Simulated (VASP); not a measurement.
# Ga2BAs3 (Cc) in VASP: single point with PBE

Aim: the single point of Ga2BAs3 with PBE.

Everything below comes from runs of VASP 6.6.1. Logs are shortened: lines on timing, memory, paths and dates and some standing lists are left out, and cuts for length are marked.

## (1) The cell of the first run

It takes space group Cc (No. 9, monoclinic). Conventional cell: a = 6.622 Å, b = 11.572 Å, c = 6.568 Å, α = 90.00°, β = 108.53°, γ = 90.00°. Ga (site symmetry 1) has 4 As at 2.46 to 2.51 Å within 3.2 Å. Ga (site symmetry 1) has 4 As at 2.44 to 2.49 Å within 3.2 Å. Within 2.8 Å of B (site symmetry 1) lie 4 As at 2.11 to 2.17 Å. Within 2.8 Å of As (site symmetry 1) lie 1 B at 2.11 Å and 3 Ga at 2.46 to 2.47 Å. As (site symmetry 1) has 2 B at 2.14 to 2.17 Å and 2 Ga at 2.49 to 2.51 Å within 2.8 Å. Within 2.8 Å of As (site symmetry 1) lie 1 B at 2.11 Å and 3 Ga at 2.44 to 2.47 Å.

## (2) Single point, PBE

File INCAR:

```
  PREC = Accurate
  ENCUT = 520
  EDIFF = 1E-6
  ISMEAR = 0
  SIGMA = 0.2
  LREAL = F
  LASPH = T
  NELM = 80
  ALGO = Normal
  ISIF = 2
  LWAVE = F
  LCHARG = F
  GGA = PE
  NBANDS = 56
```

File KPOINTS:

```
Automatic mesh
0
Gamma
  3 3 3
```

File POSCAR:

```
Ga2BAs3
1.0
    3.3109391425     -5.7861419025      0.0319288102
    3.3109391425      5.7861419025      0.0319288102
   -2.1469537566      0.0000000000      6.2071273186
Ga B As
4 2 6
Direct
    0.5875121511      0.4114472032      0.0004903002
    0.2449482055      0.7556829440      0.0003403173
    0.4114472032      0.5875121511      0.5004903002
    0.7556829440      0.2449482055      0.5003403173
    0.9232788729      0.0715446440     -0.0043845807
    0.0715446440      0.9232788729      0.4956154193
    0.5791758972      0.7445495382      0.8933326211
    0.1692172360      0.0359961059      0.8444091615
    0.8883130122      0.3383341899      0.8908121806
    0.0359961059      0.1692172360      0.3444091615
    0.7445495382      0.5791758972      0.3933326211
    0.3383341899      0.8883130122      0.3908121806
```

Potentials or basis: VASP PAW PBE potentials, release 64 (Ga_d, B, As).

The run is started by

```bash
$ cat potpaw_PBE.64/Ga_d/POTCAR potpaw_PBE.64/B/POTCAR potpaw_PBE.64/As/POTCAR > POTCAR
$ mpirun -np 1 vasp_std > vasp.out
```

OUTCAR:

```text
PREC = Accurate
   ENCUT = 520
   EDIFF = 1E-6
   ISMEAR = 0
   LREAL = F
   LASPH = T
   NELM = 80
   ISIF = 2
   GGA = PE

 ion  position               nearest neighbor table
   1  0.588  0.411  0.000-   7 2.46  11 2.46   9 2.47   8 2.51
   2  0.245  0.756  0.000-  12 2.44   9 2.46   7 2.47   8 2.49
   3  0.411  0.588  0.500-  11 2.46   7 2.46  12 2.47  10 2.51
   4  0.756  0.245  0.500-   9 2.44  12 2.46  11 2.47  10 2.49
   5  0.923  0.072  0.996-   9 2.11   7 2.11   8 2.14  10 2.17
   6  0.072  0.923  0.496-  12 2.11  11 2.11  10 2.14   8 2.17
   7  0.579  0.745  0.893-   5 2.11   1 2.46   3 2.46   2 2.47
   8  0.169  0.036  0.844-   5 2.14   6 2.17   2 2.49   1 2.51
   9  0.888  0.338  0.891-   5 2.11   4 2.44   2 2.46   1 2.47
  10  0.036  0.169  0.344-   6 2.14   5 2.17   4 2.49   3 2.51
  11  0.745  0.579  0.393-   6 2.11   3 2.46   1 2.46   4 2.47
  12  0.338  0.888  0.391-   6 2.11   2 2.44   4 2.46   3 2.47

  LATTYP: Found a base centered monoclinic cell.
 ALAT       =     6.6221861811
 B/A-ratio  =     1.7475020316
 C/A-ratio  =     0.9918084656
 COS(beta)  =    -0.3177554331

  Lattice vectors:

 A1 = (   3.3109391425,  -5.7861419025,   0.0319288102)
 A2 = (   3.3109391425,   5.7861419025,   0.0319288102)
 A3 = (  -2.1469537566,   0.0000000000,   6.2071273186)

Analysis of symmetry for initial positions (statically):
=====================================================================
 Subroutine PRICEL returns:
 Original cell was already a primitive cell.

 Routine SETGRP: Setting up the symmetry group for a
 base centered monoclinic supercell.

 Subroutine GETGRP returns: Found  2 space group operations
 (whereof  1 operations were pure point group operations)
 out of a pool of  4 trial point group operations.

The static configuration has the point symmetry C_1 .
 The point group associated with its full space group is C_1h.

Analysis of symmetry for dynamics (positions and initial velocities):
=====================================================================
 Subroutine PRICEL returns:
 Original cell was already a primitive cell.

 Routine SETGRP: Setting up the symmetry group for a
 base centered monoclinic supercell.

 Subroutine GETGRP returns: Found  2 space group operations
 (whereof  1 operations were pure point group operations)
 out of a pool of  4 trial point group operations.

The dynamic configuration has the point symmetry C_1 .
[... 115 lines left out ...]
   PSTRESS=    0.0 pullay stress
   NELECT =      88.0000    total number of electrons
   NUPDOWN=      -1.0000    fix difference up-down
   EMIN   =  10.00;   EMAX   =-10.00  energy-range for DOS
   EFERMI =   0.00;   METHOD = LEGACY
   ISMEAR =     0;   SIGMA  =   0.20  broadening in eV -4-tet -1-fermi 0-gaus
   EFERMI_NEDOS =   21; number of points for ismear=-14 and -15
   IALGO  =     38    algorithm
   IMIX   =      4    mixing-type and parameters
     AMIX     =   0.40;   BMIX     =  1.00
     AMIX_MAG =   1.60;   BMIX_MAG =  1.00
  volume/ion in A,a.u.               =      19.89       134.19
  Fermi-wavevector in a.u.,A,eV,Ry     =   1.173996  2.218531 18.752461  1.378267
  Thomas-Fermi vector in A             =   2.310400
   LORBIT       =      0    0 simple, 1 ext, 2 COOP (PROOUT), +10 PAW based schemes
   GGA     = PE    functional components
   LHFCALC =     F    Hartree Fock is set to
   AEXX    =    0.0000 exact exchange contribution
   IVDW    =     0    specifies the selected vdW correction
   LEPSILON=     F    determine dielectric tensor
   LRPA    =     F    only Hartree local field effects (RPA)
 non-spin polarized calculation
 Gauss-broadening in eV      SIGMA  =   0.20
  energy-cutoff  :      520.00
  volume of cell :      238.62
 maximum number of plane-waves:      6451
 NGX is ok and might be reduce to    50
   NGX = 25   NGY = 25   NGZ = 25

 number of electron      87.9999994 magnetization

 Free energy of the ion-electron system (eV)
  ---------------------------------------------------
  ext. energy  EPLUGINS =         0.00000000
  ---------------------------------------------------
  free energy    TOTEN  =       -54.79166873 eV

  energy without entropy =      -54.79162646  energy(sigma->0) =      -54.79164759

 E-fermi :   4.8778     XC(G=0):  -9.8169

 val. band max:        4.4029647853   @ k =   0.0000   0.0000   0.0000
 cond. band min:       5.3417738353   @ k =   0.0000   0.0000   0.0000
 fundamental gap:      0.9388090500
 Fermi energy:         4.8778339340

 k-point     1 :       0.0000    0.0000    0.0000
  band No.  band energies     occupation
      1     -10.5722      2.00000
      2     -10.5530      2.00000
      3     -10.5488      2.00000
      4     -10.5214      2.00000
      5     -10.4919      2.00000
      6     -10.4696      2.00000
[... 579 lines left out ...]
     55       9.0810      0.00000
     56       9.4742      0.00000

------------------------ aborting loop because EDIFF is reached ----------------------------------------

  FORCE on cell =-STRESS in cart. coord.  units (eV):
  Direction    XX          YY          ZZ          XY          YZ          ZX
  --------------------------------------------------------------------------------------
  -------------------------------------------------------------------------------------
  Total        0.3130829      0.3350834      0.3148328      0.0000000      0.0000000     -0.0078846
  in kB        2.1021456      2.2498643      2.1138949      0.0000000      0.0000000     -0.0529400
  external PRESSURE =       2.1553016 kB  Pullay stress =       0.0000000 kB

 VOLUME and BASIS-vectors are now :
 -----------------------------------------------------------------------------
  energy-cutoff  :      520.00
  volume of cell :      238.62
      direct lattice vectors                 reciprocal lattice vectors
     3.310939143 -5.786141902  0.031928810     0.150512517 -0.086413366  0.052060059
     3.310939143  5.786141902  0.031928810     0.150512517  0.086413366  0.052060059
    -2.146953757  0.000000000  6.207127319    -0.001548441  0.000000000  0.160569538

 POSITION                                       TOTAL-FORCE (eV/Angst)
 -----------------------------------------------------------------------------------
      3.30644     -1.01874      0.03494         0.003291      0.005246     -0.005519
      3.31230      2.95518      0.03406        -0.009754     -0.004096      0.007734
      2.23296      1.01874      3.13850         0.003291     -0.005246     -0.005519
      2.23882     -2.95518      3.13763        -0.009754      0.004096      0.007734
      1.15626     -4.92826      6.21168        -0.000216     -0.008399      0.005390
      2.22974      4.92826      3.10811        -0.000216      0.008399      0.005390
      2.46483      0.95688      5.58729        -0.013156     -0.011224     -0.000376
     -1.13346     -0.77084      5.24791         0.003659     -0.007069     -0.001767
      2.14882     -3.18226      5.56855         0.016177      0.009030     -0.005461
     -0.05998      0.77084      2.14434         0.003659      0.007069     -0.001767
      3.53831     -0.95688      2.48373        -0.013156      0.011224     -0.000376
      3.22230      3.18226      2.46499         0.016177     -0.009030     -0.005461
 -----------------------------------------------------------------------------------
    total drift:                               -0.000246     -0.000000     -0.000661

  FREE ENERGIE OF THE ION-ELECTRON SYSTEM (eV)
  ---------------------------------------------------
  free  energy   TOTEN  =       -54.7916687256 eV

  energy  without entropy=      -54.7916264618  energy(sigma->0) =      -54.79164759
```

stdout:

```text
POSCAR found type information on POSCAR GaB As
 POSCAR found :  3 types and      12 ions
 scaLAPACK will be used
 LDA part: xc-table for (Slater+PW92), standard interpolation
 POSCAR, INCAR and KPOINTS ok, starting setup
 FFT: planning ... GRIDC
 FFT: planning ... GRID_SOFT
 FFT: planning ... GRID
 WAVECAR not read
 entering main loop
```

Wall time 4.1 min (1 thread of Intel Xeon Platinum 8375C at 2.90GHz (Ice Lake), shared host); peak memory 0.4 GiB.

Results:

- Free energy: -54.7917 eV
- Pressure: 0.2 GPa
- Largest force: 0.019 eV/Å
- Band gap on the k mesh: 0.94 eV

Forces on the atoms (eV/Å):
```
Ga   0.003  0.005 -0.006
Ga  -0.010 -0.004  0.008
Ga   0.003 -0.005 -0.006
Ga  -0.010  0.004  0.008
B    0.000 -0.008  0.005
B    0.000  0.008  0.005
As  -0.013 -0.011  0.000
As   0.004 -0.007 -0.002
As   0.016  0.009 -0.005
As   0.004  0.007 -0.002
As  -0.013  0.011  0.000
As   0.016 -0.009 -0.005
```

Levels at points of the mesh, in eV from the valence-band top:
| k point | band 40 | band 41 | band 42 | band 43 | band 44 | band 45 | band 46 | band 47 | band 48 | band 49 |
| --- | --- | --- | --- | --- | --- | --- | --- | --- | --- | --- |
| (0.00, 0.00, 0.00) | -1.34 | -1.27 | -0.10 | -0.04 | 0.00 | 0.94 | 1.05 | 1.75 | 2.24 | 2.91 |

A k mesh can miss the band edges.
